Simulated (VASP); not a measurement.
**Re: single point with PBE**

The system is Re.

```
CELL_PARAMETERS angstrom
0.00000 1.96812 1.96812
1.96812 0.00000 1.96812
1.96812 1.96812 0.00000
ATOMIC_POSITIONS crystal
Re 0.00000 0.00000 0.00000
```

This cell differs from its parent crystal: volume 15.247 Å^3 an atom, c/a of the conventional cell 1.0000.

```yaml
Program: VASP 6.6.1
Task: single point
Functional: PBE
Potentials_or_basis: VASP PAW PBE potentials, release 64 (Re)
Cutoff: 520 eV
k_mesh: 10 × 10 × 10
Occupations: gaussian, width 0.15 eV
Spin: no spin polarisation
Dipole_correction: no
Further_INCAR_settings: ALGO = Fast; EDIFF = 1e-06; NBANDS = 10
```

```json
{
  "Pressure": "-6.5 GPa"
}
```

Levels at points of the mesh, in eV from the Fermi level:
```csv
k point,band 1,band 2,band 3,band 4,band 5,band 6,band 7,band 8
"(0.00, 0.00, 0.00)",-9.92,-1.85,-1.85,-1.85,1.17,1.17,13.84,19.29
"(0.50, 0.00, 0.00)",-6.66,-2.05,-2.05,0.12,3.58,3.58,9.43,13.33
"(0.50, 0.50, 0.00)",-6.56,-5.71,2.62,3.53,4.29,4.29,11.96,11.96
```

Run time: 19 s on 1 thread of AMD EPYC 7R13 (shared host), peak memory 0.11 GiB.

Caveat: spin-orbit coupling is left out, which moves the levels of the heavy elements.
